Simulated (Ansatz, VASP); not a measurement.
## One calculation of InO, two programs

```
CELL_PARAMETERS angstrom
3.16441 0.00000 0.00000
-1.58220 2.74046 0.00000
0.00000 0.00000 18.91182
ATOMIC_POSITIONS crystal
In 0.66667 0.33333 0.59002
In 0.66667 0.33333 0.40998
O 0.00000 0.00000 0.63987
O 0.00000 0.00000 0.36013
```

Alike in both runs: task single point; functional PBEsol; k mesh 12 × 12 × 4; occupations gaussian, width 0.03 eV; no spin polarisation.

|  | VASP | Ansatz |
| --- | --- | --- |
| version | VASP 6.6.1 | Ansatz 0.2.0 |
| potentials or method | VASP PAW PBE potentials, release 64 (In_d, O), cutoff 520 eV | scalar-relativistic, plane waves, PAW |
| valence electrons in the cell | 38 | 38 |

|  | VASP | Ansatz | Ansatz less VASP |
| --- | --- | --- | --- |
| gap on the k mesh at the Fermi level (eV) | none | none | - |
| rms of the force components (eV/Å) | 0.480 | 0.451 | -0.0291 |

VASP's potentials were made for PBE, not for PBEsol. Atom by atom the forces differ by 0.035 eV/Å (rms over components). A gap of «none» marks a metal or a gap that the smearing closes. The functional is the same, so the differences come from potentials, cutoffs and numerics.
